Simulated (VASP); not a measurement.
Here is a VASP 6.6.1 calculation.

Contents of INCAR:

```
  ALGO = Normal
  EDIFF = 1E-6
  ENCUT = 520
  GGA = PE
  ISIF = 2
  ISMEAR = 0
  LASPH = T
  LCHARG = F
  LREAL = F
  LWAVE = F
  NBANDS = 16
  NELM = 80
  PREC = Accurate
  SIGMA = 0.05
```

The input KPOINTS:

```
k-points
0
Gamma
  12 12 6
```

The input POSCAR:

```
SiC
1.0
    2.9672971084      0.0000000000      0.0000000000
   -1.4836485542      2.5697546764      0.0000000000
    0.0000000000      0.0000000000      5.0684401908
Si C
2 2
Direct
    0.3333333333      0.6666666667      0.0072092302
    0.6666666667      0.3333333333      0.5072092302
    0.3333333333      0.6666666667      0.3777907698
    0.6666666667      0.3333333333      0.8777907698
```

Potentials or basis: VASP PAW PBE potentials, release 64 (Si, C).

Run with:

```console
$ cat potpaw_PBE.64/Si/POTCAR potpaw_PBE.64/C/POTCAR > POTCAR
$ mpirun -np 1 vasp_std > vasp.out
```

(1) Predict the band gap on the k mesh.

(2) What does it give for the pressure?

Answers

(1) 1.77 eV, indirect (least direct gap 4.39 eV).

(2) 21.1 GPa.
